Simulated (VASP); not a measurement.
# LiCl (Cmmm) in VASP: notebook

LiCl is run at these levels: PBE, r2SCAN; tasks: single point.

Everything below comes from runs of VASP 6.6.1. Logs are shortened: lines on timing, memory, paths and dates and some standing lists are left out, and cuts for length are marked.

## Step 1: The cell of the first run

The structure is orthorhombic, space group Cmmm (No. 65). The conventional cell has a = 4.599 Å, b = 4.653 Å, c = 3.271 Å, α = 90.00°, β = 90.00°, γ = 90.00°. Li (site symmetry mmm) has 8 Cl at 2.82 to 2.84 Å and 6 Li at 3.27 Å within 3.7 Å. Within 3.7 Å of Cl (site symmetry mmm) lie 8 Li at 2.82 to 2.84 Å and 6 Cl at 3.27 Å.

## Step 2: Single point, PBE (shear xy strain +1.2%)

Contents of INCAR:

```
PREC     = Accurate       # precision mode
ENCUT    = 520            # plane-wave cutoff, eV
EDIFF    = 1E-7           # SCF threshold, eV
ISMEAR   = -1             # smearing method
SIGMA    = 0.02           # smearing width, eV
LREAL    = F              # projectors in reciprocal space
LASPH    = T              # aspherical terms in the spheres
NELM     = 60             # most SCF steps
ALGO     = Normal         # electronic algorithm
ISIF     = 2              # what is computed and relaxed
LWAVE    = F              # write WAVECAR
LCHARG   = T              # write CHGCAR
GGA      = PE             # functional
LELF     = T              # ELF
LVHAR    = T            
NBANDS   = 12             # bands
```

Contents of KPOINTS:

```
Automatic mesh
0
Gamma
  8 8 8
```

Contents of POSCAR:

```
LiCl
1.0
    3.2711235760      0.0192996291      0.0000000000
    0.0192996291      3.2711235760      0.0000000000
    0.0000000000      0.0000000000      3.2711235760
Li Cl
1 1
Direct
    0.0000000000      0.0000000000      0.0000000000
    0.5000000000      0.5000000000      0.5000000000
```

Potentials or basis: VASP PAW PBE potentials, release 64 (Li_sv, Cl).

Run with:

```console
> cat potpaw_PBE.64/Li_sv/POTCAR potpaw_PBE.64/Cl/POTCAR > POTCAR
> mpirun -np 1 vasp_std > vasp.out
```

OUTCAR:

```text
PREC = Accurate
   ENCUT = 520
   EDIFF = 1E-7
   ISMEAR = -1
   LREAL = F
   LASPH = T
   NELM = 60
   ISIF = 2
   GGA = PE

 ion  position               nearest neighbor table
   1  0.000  0.000  0.000-
   2  0.500  0.500  0.500-

  LATTYP: Found a base centered orthorhombic cell.
 ALAT       =     4.5987735282
 B/A-ratio  =     1.0118700332
 C/A-ratio  =     0.7113034717

  Lattice vectors:

 A1 = (  -0.0192996291,  -3.2711235760,   0.0000000000)
 A2 = (   3.2711235760,   0.0192996291,   0.0000000000)
 A3 = (   0.0000000000,   0.0000000000,   3.2711235760)

Analysis of symmetry for initial positions (statically):
=====================================================================
 Subroutine PRICEL returns:
 Original cell was already a primitive cell.

 Routine SETGRP: Setting up the symmetry group for a
 base centered orthorhombic supercell.

 Subroutine GETGRP returns: Found  8 space group operations
 (whereof  8 operations were pure point group operations)
 out of a pool of  8 trial point group operations.

The static configuration has the point symmetry D_2h.

Analysis of symmetry for dynamics (positions and initial velocities):
=====================================================================
 Subroutine PRICEL returns:
 Original cell was already a primitive cell.

 Routine SETGRP: Setting up the symmetry group for a
 base centered orthorhombic supercell.

 Subroutine GETGRP returns: Found  8 space group operations
 (whereof  8 operations were pure point group operations)
 out of a pool of  8 trial point group operations.

The dynamic configuration has the point symmetry D_2h.

 Subroutine INISYM returns: Found  8 space group operations
 (whereof  8 operations are pure point group operations),
 and found     1 'primitive' translations

----------------------------------------------------------------------------------------

                                     Primitive cell

  volume of cell :      35.0006

  direct lattice vectors                    reciprocal lattice vectors
     3.271123576  0.019299629  0.000000000     0.305715999 -0.001803724  0.000000000
     0.019299629  3.271123576  0.000000000    -0.001803724  0.305715999  0.000000000
     0.000000000  0.000000000  3.271123576     0.000000000  0.000000000  0.305705357

  length of vectors
     3.271180509  3.271180509  3.271123576     0.305721320  0.305721320  0.305705357

  position of ions in fractional coordinates (direct lattice)
     0.000000000  0.000000000  0.000000000
     0.500000000  0.500000000  0.500000000

  ion indices of the primitive-cell ions
   primitive index   ion index
                 1           1
                 2           2

----------------------------------------------------------------------------------------

 KPOINTS: Automatic mesh

Automatic generation of k-mesh.
 Grid dimensions read from file:
 generate k-points for:    8    8    8

 Generating k-lattice:

  Cartesian coordinates                     Fractional coordinates (reciprocal lattice)
     0.038214500 -0.000225466  0.000000000     0.125000000  0.000000000  0.000000000
    -0.000225466  0.038214500  0.000000000     0.000000000  0.125000000  0.000000000
     0.000000000  0.000000000  0.038213170     0.000000000  0.000000000  0.125000000

  Length of vectors
     0.038215165  0.038215165  0.038213170

  Shift w.r.t. Gamma in fractional coordinates (k-lattice)
     0.000000000  0.000000000  0.000000000

 Subroutine IBZKPT returns following result:
 ===========================================

 Found    105 irreducible k-points:

 Following reciprocal coordinates:
            Coordinates               Weight
  0.000000  0.000000  0.000000      1.000000
  0.125000  0.000000  0.000000      4.000000
  0.250000  0.000000  0.000000      4.000000
  0.375000  0.000000  0.000000      4.000000
  0.500000  0.000000  0.000000      2.000000
  0.125000  0.125000  0.000000      2.000000
[... 16 lines left out ...]
  0.125000  0.000000  0.125000      8.000000
  0.250000  0.000000  0.125000      8.000000
 [... further k-points ...]
   k-points           NKPTS =    105   k-points in BZ     NKDIM =    105   number of bands    NBANDS=     12
   number of dos      NEDOS =    301   number of ions     NIONS =      2
   total plane-waves  NPLWV =  13824
   dimension x,y,z NGX =    24 NGY =   24 NGZ =   24
   dimension x,y,z NGXF=    48 NGYF=   48 NGZF=   48
   ions per type =               1   1
   NGX,Y,Z   is equivalent  to a cutoff of  12.20, 12.20, 12.20 a.u.
   NGXF,Y,Z  is equivalent  to a cutoff of  24.39, 24.39, 24.39 a.u.
 SYSTEM =  unknown system
   PREC   = accura    normal or accurate (medium, high low for compatibility)
   ISTART =      0    job   : 0-new  1-cont  2-samecut
   ICHARG =      2    charge: 1-file 2-atom 10-const
   ISPIN  =      1    spin polarized calculation?
   LNONCOLLINEAR =      F non collinear calculations
   LSORBIT =      F    spin-orbit coupling
   LASPH  =      T    aspherical Exc in radial PAW
   ENCUT  =  520.0 eV  38.22 Ry    6.18 a.u.   6.08  6.08  6.08*2*pi/ulx,y,z
   NELM   =     60;   NELMIN=  2; NELMDL= -5     # of ELM steps
   EDIFF  = 0.1E-06   stopping-criterion for ELM
   LREAL  =      F    real-space projection
   EDIFFG = 0.1E-05   stopping-criterion for IOM
   NSW    =      0    number of steps for IOM
   IBRION =     -1    ionic relax: 0-MD 1-quasi-New 2-CG
   NFREE  =      0    steps in history (QN), initial steepest desc. (CG)
   ISIF   =      2    stress and relaxation
   ISYM   =      2    0-nonsym 1-usesym 2-fastsym
   POTIM  = 0.5000    time-step for ionic-motion
   TEBEG  =    0.0;   TEEND  =   0.0 temperature during run
   PSTRESS=    0.0 pullay stress
   NELECT =      10.0000    total number of electrons
   NUPDOWN=      -1.0000    fix difference up-down
   EMIN   =  10.00;   EMAX   =-10.00  energy-range for DOS
   EFERMI =   0.00;   METHOD = LEGACY
   ISMEAR =    -1;   SIGMA  =   0.02  broadening in eV -4-tet -1-fermi 0-gaus
   EFERMI_NEDOS =   21; number of points for ismear=-14 and -15
   IALGO  =     38    algorithm
   IMIX   =      4    mixing-type and parameters
     AMIX     =   0.40;   BMIX     =  1.00
     AMIX_MAG =   1.60;   BMIX_MAG =  1.00
  volume/ion in A,a.u.               =      17.50       118.10
  Fermi-wavevector in a.u.,A,eV,Ry     =   1.078242  2.037582 15.818213  1.162606
  Thomas-Fermi vector in A             =   2.214175
   LORBIT       =      0    0 simple, 1 ext, 2 COOP (PROOUT), +10 PAW based schemes
   GGA     = PE    functional components
   LHFCALC =     F    Hartree Fock is set to
   AEXX    =    0.0000 exact exchange contribution
   IVDW    =     0    specifies the selected vdW correction
   LEPSILON=     F    determine dielectric tensor
   LRPA    =     F    only Hartree local field effects (RPA)
 non-spin polarized calculation
  energy-cutoff  :      520.00
  volume of cell :       35.00
 maximum number of plane-waves:       956
   NGX = 13   NGY = 13   NGZ = 13

 number of electron      10.0000013 magnetization

 Free energy of the ion-electron system (eV)
  ---------------------------------------------------
  ext. energy  EPLUGINS =         0.00000000
  ---------------------------------------------------
  free energy    TOTEN  =        -6.82158210 eV

  energy without entropy =       -6.82158210  energy(sigma->0) =       -6.82158210

 E-fermi :   2.1464     XC(G=0):  -8.6165

 val. band max:        1.5509134718   @ k =   0.5000   0.5000   0.0000
 cond. band min:       5.9855669871   @ k =   0.0000   0.0000   0.0000
 fundamental gap:      4.4346535153
 Fermi energy:         2.1463548136

 k-point     1 :       0.0000    0.0000    0.0000
  band No.  band energies     occupation
      1     -43.7630      2.00000
      2     -12.6855      2.00000
      3       0.7082      2.00000
      4       0.7347      2.00000
      5       0.7617      2.00000
      6       5.9856      0.00000
      7      10.2427      0.00000
      8      10.2441      0.00000
      9      14.7056      0.00000
     10      14.7602      0.00000
     11      14.8133      0.00000
     12      18.5463      0.00000

 k-point     2 :       0.1250    0.0000    0.0000
  band No.  band energies     occupation
      1     -43.7626      2.00000
      2     -12.6172      2.00000
      3       0.1060      2.00000
      4       0.7981      2.00000
      5       0.7992      2.00000
      6       6.3685      0.00000
      7      10.4251      0.00000
      8      10.6162      0.00000
      9      14.1629      0.00000
     10      14.1668      0.00000
     11      14.8552      0.00000
     12      18.6709      0.00000

 k-point     3 :       0.2500    0.0000    0.0000
  band No.  band energies     occupation
      1     -43.7617      2.00000
      2     -12.4437      2.00000
      3      -1.0800      2.00000
      4       0.9585      2.00000
      5       0.9587      2.00000
      6       6.9314      0.00000
      7      10.9448      0.00000
      8      11.1373      0.00000
      9      13.0354      0.00000
     10      13.0380      0.00000
     11      15.8430      0.00000
     12      18.9052      0.00000
[... 286 lines left out ...]
 k-point    23 :       0.1250    0.0000    0.1250
  band No.  band energies     occupation
      1     -43.7623      2.00000
      2     -12.5490      2.00000
      3       0.1143      2.00000
      4       0.2376      2.00000
      5       0.8607      2.00000
      6       6.7859      0.00000
      7      10.6456      0.00000
      8      10.8272      0.00000
      9      13.5106      0.00000
     10      13.8776      0.00000
     11      15.1129      0.00000
     12      17.7069      0.00000

 k-point    24 :       0.2500    0.0000    0.1250
  band No.  band energies     occupation
      1     -43.7613      2.00000
      2     -12.3755      2.00000
      3      -1.0078      2.00000
      4       0.3546      2.00000
      5       1.0151      2.00000
      6       7.4189      0.00000
      7      10.7423      0.00000
      8      11.2437      0.00000
      9      12.8228      0.00000
     10      13.1024      0.00000
     11      16.0322      0.00000
     12      17.4628      0.00000

 [... further k-points ...]

------------------------ aborting loop because EDIFF is reached ----------------------------------------

  FORCE on cell =-STRESS in cart. coord.  units (eV):
  Direction    XX          YY          ZZ          XY          YZ          ZX
  --------------------------------------------------------------------------------------
  -------------------------------------------------------------------------------------
  Total        0.0398320      0.0398320      0.0395103      0.0421035      0.0000000      0.0000000
  in kB        1.8233360      1.8233360      1.8086113      1.9273168      0.0000000      0.0000000
  external PRESSURE =       1.8184277 kB  Pullay stress =       0.0000000 kB

 VOLUME and BASIS-vectors are now :
 -----------------------------------------------------------------------------
  energy-cutoff  :      520.00
  volume of cell :       35.00
      direct lattice vectors                 reciprocal lattice vectors
     3.271123576  0.019299629  0.000000000     0.305715999 -0.001803724  0.000000000
     0.019299629  3.271123576  0.000000000    -0.001803724  0.305715999  0.000000000
     0.000000000  0.000000000  3.271123576     0.000000000  0.000000000  0.305705357

 POSITION                                       TOTAL-FORCE (eV/Angst)
 -----------------------------------------------------------------------------------
      0.00000      0.00000      0.00000         0.000000      0.000000      0.000000
      1.64521      1.64521      1.63556        -0.000000      0.000000      0.000000
 -----------------------------------------------------------------------------------
    total drift:                                0.000000     -0.000000     -0.000000

  FREE ENERGIE OF THE ION-ELECTRON SYSTEM (eV)
  ---------------------------------------------------
  free  energy   TOTEN  =        -6.8215821023 eV

  energy  without entropy=       -6.8215821023  energy(sigma->0) =       -6.82158210
```

It took 36 s on 1 thread of Intel Xeon 8259CL, shared host; peak memory 0.16 GiB.

Results:

* Free energy: -6.8216 eV
* Band gap on the k mesh: 4.43 eV (least direct gap 5.22 eV)

Levels at points of the mesh, in eV from the valence-band top:
| k point | band 1 | band 2 | band 3 | band 4 | band 5 | band 6 | band 7 | band 8 | band 9 | band 10 |
| --- | --- | --- | --- | --- | --- | --- | --- | --- | --- | --- |
| (0.00, 0.00, 0.00) | -45.31 | -14.24 | -0.84 | -0.82 | -0.79 | 4.43 | 8.69 | 8.69 | 13.15 | 13.21 |
| (0.50, 0.00, 0.00) | -45.31 | -13.72 | -3.95 | -0.35 | -0.34 | 5.85 | 9.51 | 10.20 | 10.22 | 10.58 |
| (0.50, 0.50, 0.00) | -45.31 | -13.21 | -3.35 | -3.32 | 0.00 | 5.22 | 9.76 | 9.88 | 10.65 | 13.34 |
| (0.00, 0.00, 0.50) | -45.31 | -13.72 | -3.95 | -0.37 | -0.32 | 5.86 | 9.51 | 10.16 | 10.28 | 10.56 |
| (0.50, 0.00, 0.50) | -45.31 | -13.21 | -3.33 | -3.33 | 0.00 | 5.22 | 9.82 | 9.83 | 10.65 | 13.37 |
| (0.50, 0.50, 0.50) | -45.31 | -12.77 | -2.49 | -2.47 | -2.46 | 5.15 | 5.19 | 5.23 | 12.02 | 18.54 |

Caveat: the cell differs from its parent crystal (shear xy strain +1.2%); the cutoff is under 1.25 times the usual one of these potentials, so pressure, stress and relaxed cells hold a basis-set (Pulay) error. A k mesh can miss the band edges.

## Step 3: Single point, r2SCAN (shear xy strain +1.2%)

POSCAR is that of step 2.

Contents of INCAR.step1:

```
SYSTEM = LiCl
PREC     = Accurate       ! precision mode
ENCUT    = 520            ! plane-wave cutoff, eV
ISMEAR   = 0              ! smearing method
SIGMA    = 0.01           ! smearing width, eV
LREAL    = .FALSE.        ! projectors in reciprocal space
LASPH    = .TRUE.         ! aspherical terms in the spheres
NELM     = 80             ! most SCF steps
NBANDS   = 12             ! bands
GGA      = PE             ! functional
ALGO     = Normal         ! electronic algorithm
EDIFF    = 1E-4           ! SCF threshold, eV
LWAVE    = .TRUE.         ! write WAVECAR
LCHARG   = .FALSE.        ! write CHGCAR
```

Contents of INCAR.step2:

```
SYSTEM = LiCl
PREC     = Accurate       ! precision mode
ENCUT    = 520            ! plane-wave cutoff, eV
EDIFF    = 1E-7           ! SCF threshold, eV
ISMEAR   = 0              ! smearing method
SIGMA    = 0.01           ! smearing width, eV
LREAL    = .FALSE.        ! projectors in reciprocal space
LASPH    = .TRUE.         ! aspherical terms in the spheres
NELM     = 80             ! most SCF steps
ALGO     = Normal         ! electronic algorithm
ISIF     = 2              ! what is computed and relaxed
LWAVE    = .FALSE.        ! write WAVECAR
LCHARG   = .FALSE.        ! write CHGCAR
METAGGA  = R2SCAN         ! meta-GGA
LMIXTAU  = .TRUE.       
NBANDS   = 12             ! bands
ISTART   = 1
```

Contents of KPOINTS:

```
regular mesh
0
G
  8 8 8
  0 0 0
```

Potentials or basis: VASP PAW PBE potentials, release 64 (Li_sv, Cl).

Run with:

```console
> cat potpaw_PBE.64/Li_sv/POTCAR potpaw_PBE.64/Cl/POTCAR > POTCAR
> cp INCAR.step1 INCAR
> mpirun -np 1 vasp_std > vasp.out
> cp INCAR.step2 INCAR
> mpirun -np 1 vasp_std > vasp.out
```

It took 2 min on 1 thread of Intel Xeon 8259CL, shared host; peak memory 0.16 GiB.

The run converged. Its results:

```yaml
Free_energy: -11.9625 eV
Band_gap_on_the_k_mesh: 5.39 eV (least direct gap 5.97 eV)
```

Levels at points of the mesh, in eV from the valence-band top:
| k point | band 2 | band 3 | band 4 | band 5 | band 6 | band 7 | band 8 | band 9 |
| --- | --- | --- | --- | --- | --- | --- | --- | --- |
| (0.00, 0.00, 0.00) | -14.85 | -0.87 | -0.85 | -0.82 | 5.39 | 9.38 | 9.38 | 14.43 |
| (0.50, 0.00, 0.00) | -14.33 | -4.00 | -0.36 | -0.36 | 6.67 | 10.67 | 11.02 | 11.05 |
| (0.50, 0.50, 0.00) | -13.80 | -3.42 | -3.39 | 0.00 | 5.97 | 10.75 | 10.88 | 11.48 |
| (0.00, 0.00, 0.50) | -14.33 | -4.00 | -0.39 | -0.34 | 6.67 | 10.67 | 10.99 | 11.10 |
| (0.50, 0.00, 0.50) | -13.80 | -3.41 | -3.41 | 0.00 | 5.97 | 10.82 | 10.82 | 11.48 |
| (0.50, 0.50, 0.50) | -13.34 | -2.57 | -2.55 | -2.54 | 5.77 | 5.81 | 5.86 | 13.54 |

Caveat: the cell differs from its parent crystal (shear xy strain +1.2%); the cutoff is under 1.25 times the usual one of these potentials, so pressure, stress and relaxed cells hold a basis-set (Pulay) error; the PAW data sets were made with another functional, which shifts forces and pressure a little. A k mesh can miss the band edges.
